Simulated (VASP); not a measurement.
BePd, 2 atoms in the cell. Symmetry: P4/mmm, No. 123, tetragonal system. The conventional cell has a = 2.855 Å, b = 2.855 Å, c = 2.729 Å, α = 90.00°, β = 90.00°, γ = 90.00°. Be (site symmetry 4/mmm) has 8 Pd at 2.44 Å and 6 Be at 2.73 to 2.86 Å within 3.2 Å. Within 3.2 Å of Pd (site symmetry 4/mmm) lie 8 Be at 2.44 Å and 6 Pd at 2.73 to 2.86 Å.  This cell differs from its parent crystal: strain +0.015 along x and y, -0.030 along z.

```yaml
Program: VASP 6.6.1
Task: single point
Functional: PBEsol
Potentials_or_basis: VASP PAW PBE potentials, release 64 (Be, Pd)
Cutoff: 520 eV
k_mesh: 16 × 16 × 16
Occupations: gaussian, width 0.15 eV
Spin: no spin polarisation
Dipole_correction: no
Further_INCAR_settings: ALGO = Fast; EDIFF = 1e-07; NBANDS = 13
```

Potentials or basis: VASP PAW PBE potentials, release 64 (Be, Pd).

Launch:

```bash
$ cat potpaw_PBE.64/Be/POTCAR potpaw_PBE.64/Pd/POTCAR > POTCAR
$ mpirun -np 1 vasp_std > vasp.out
```

Hardware: 1 thread of Intel(R) Xeon(R) 6975P-C (Granite Rapids), on a shared host.

Question: Estimate the wall time of this run.

Answer: Wall time 32 s on 1 thread of Intel(R) Xeon(R) 6975P-C (Granite Rapids), on a shared host, peak memory 0.24 GiB. Counts: scf iterations 14, k points 405.
